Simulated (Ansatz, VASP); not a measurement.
**C: VASP beside Ansatz**

INCAR

```
ALGO     = Normal         # electronic algorithm
EDIFF    = 1E-6           # SCF threshold, eV
ENCUT    = 600            # plane-wave cutoff, eV
GGA      = PS             # functional
GGA_COMPAT= F            
ISIF     = 2              # what is computed and relaxed
ISMEAR   = -1             # smearing method
LASPH    = T              # aspherical terms in the spheres
LCHARG   = T              # write CHGCAR
LELF     = T              # ELF
LREAL    = F              # projectors in reciprocal space
LVHAR    = T            
LWAVE    = F              # write WAVECAR
NBANDS   = 11             # bands
NELM     = 120            # most SCF steps
PREC     = Accurate       # precision mode
SIGMA    = 0.05           # smearing width, eV
```

KPOINTS

```
k-points
0
Gamma
  13 13 13
```

File POSCAR:

```
C
1.0
    0.0000000000      1.7857835700      1.7857835700
    1.7857835700      0.0000000000      1.7857835700
    1.7857835700      1.7857835700      0.0000000000
C
2
Direct
    0.0000000000      0.0000000000      0.0000000000
    0.2500000000      0.2500000000      0.2500000000
```

Input for Ansatz:

```yaml
crystal:
  lattice:
    - [0.0, 1.78578357, 1.78578357]
    - [1.78578357, 0.0, 1.78578357]
    - [1.78578357, 1.78578357, 0.0]
  atoms:
    - { symbol: C, position: [0.0, 0.0, 0.0] }
    - { symbol: C, position: [0.25, 0.25, 0.25] }
kpoints:
  mp_grid: { grid: [13, 13, 13] }
  band_path:
    path:
      - [0.0, 0.0, 0.0]
      - [0.5, 0.0, 0.5]
      - [0.625, 0.25, 0.625]
      - [0.375, 0.375, 0.75]
      - [0.0, 0.0, 0.0]
      - [0.5, 0.5, 0.5]
      - [0.5, 0.25, 0.75]
      - [0.5, 0.0, 0.5]
    npoints: 5
scf:
  occupations: { method: fermi_dirac, width: 0.05 }
hamiltonian:
  xc: pbesol
  pseudopotentials: { kind: all_electron, lapw: { basis_error: 0.0005 } }
output:
  forces: true
  stress: true
  eigenvalues: true
```

Alike in both runs: task single point; functional PBEsol; k mesh 13 × 13 × 13; occupations fermi-dirac, width 0.05 eV; no spin polarisation.

|  | VASP | Ansatz |
| --- | --- | --- |
| version | VASP 6.6.1 | Ansatz 0.2.0 |
| potentials or method | VASP PAW PBE potentials, release 64 (C), cutoff 600 eV | all-electron LAPW, scalar-relativistic |

```tsv
	VASP	Ansatz	Ansatz less VASP
gap on the k mesh at the Fermi level (eV)	4.00	4.01	+0.005
pressure (GPa)	-6.2	-6.5	-0.36
```

VASP's potentials were made for PBE, not for PBEsol. Ansatz ran all-electron here, and VASP with PAW potentials.
